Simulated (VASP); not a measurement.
Set up this calculation in VASP 6.6.1, as the native input.

- Task: electric field gradients
- Functional: PBEsol
- Potentials or basis: VASP PAW PBE potentials, release 64 (Sn_d)
- Cutoff: 520 eV
- k mesh: 11 × 11 × 11
- Occupations: fermi-dirac, width 0.05 eV
- Spin: no spin polarisation
- Dipole correction: no
- Further INCAR settings: ALGO = Normal; EDIFF = 1e-08; NBANDS = 21

The structure of Sn lies in POSCAR:

```
Sn
1.0
    0.0000000000      3.2017351634      3.2017351634
    3.2017351634      0.0000000000      3.2017351634
    3.2017351634      3.2017351634      0.0000000000
Sn
2
Direct
    0.5000000000      0.5000000000      0.5000000000
    0.7500000000      0.7500000000      0.7500000000
```

This isn't the form of Sn at room conditions, which is tetragonal (white tin).

The input as run:

INCAR

```
ALGO = Normal
EDIFF = 1E-8
ENCUT = 520
GGA = PS
ISIF = 2
ISMEAR = -1
LASPH = True
LCHARG = False
LEFG = True
LREAL = False
LWAVE = False
NBANDS = 21
NELM = 60
PREC = Accurate
SIGMA = 0.05
```

KPOINTS

```
k-points
0
Gamma
  11 11 11
```

Potentials or basis: VASP PAW PBE potentials, release 64 (Sn_d).

The run is started by

```bash
$ cat potpaw_PBE.64/Sn_d/POTCAR > POTCAR
$ mpirun -np 1 vasp_std > vasp.out
```

It gave:

| Item | Value |
| --- | --- |
| Pressure | 3.0 GPa |
| Band gap on the k mesh | zero (bands 14 and 15 overlap by 0.05 eV) |
| Largest electric field gradient by atom | zero within the noise of the run |

Caveat: the PAW data sets were made with another functional, which shifts forces and pressure a little; spin-orbit coupling is left out, which moves the levels of the heavy elements.

It took 41 s on 1 thread of Intel(R) Xeon(R) Platinum 8488C (Sapphire Rapids), on a shared host, peak memory 0.23 GiB.
